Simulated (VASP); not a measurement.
The system is WS.

```
W S
1.0
     0.00000    2.44991    2.44991
     2.44991    0.00000    2.44991
     2.44991    2.44991    0.00000
W S
1 1
Cartesian
  0.0000 0.0000 0.0000
  2.4499 2.4499 2.4499
```

Base run:

- Program: VASP 6.6.1
- Functional: PBEsol
- Potentials or basis: VASP PAW PBE potentials, release 64 (W_sv, S)
- Cutoff: 520 eV
- k mesh: 14 × 14 × 14
- Occupations: gaussian, width 0.1 eV
- Spin: collinear spin
- Starting moments: [2.5, 0.0] μB

Its results: band gap on the k mesh zero (filled and empty bands overlap); pressure 0.6 GPa; net moment 0.00 μB per cell.

**Question.** The run is repeated on the same cell with these changes: functional from PBEsol to r2SCAN; further incar settings from ALGO = Normal; EDIFF = 1e-06; NBANDS = 21 to ALGO = Normal; EDIFF = 1e-07; NBANDS = 21. What comes out?

**Answer.** Band gap on the k mesh zero (filled and empty bands overlap); pressure 4.9 GPa; net moment 0.00 μB per cell.

Caveats: the PAW data sets were made with another functional, which shifts forces and pressure a little; spin-orbit coupling is left out, which moves the levels of the heavy elements; the cell stands under pressure (at least some runs).
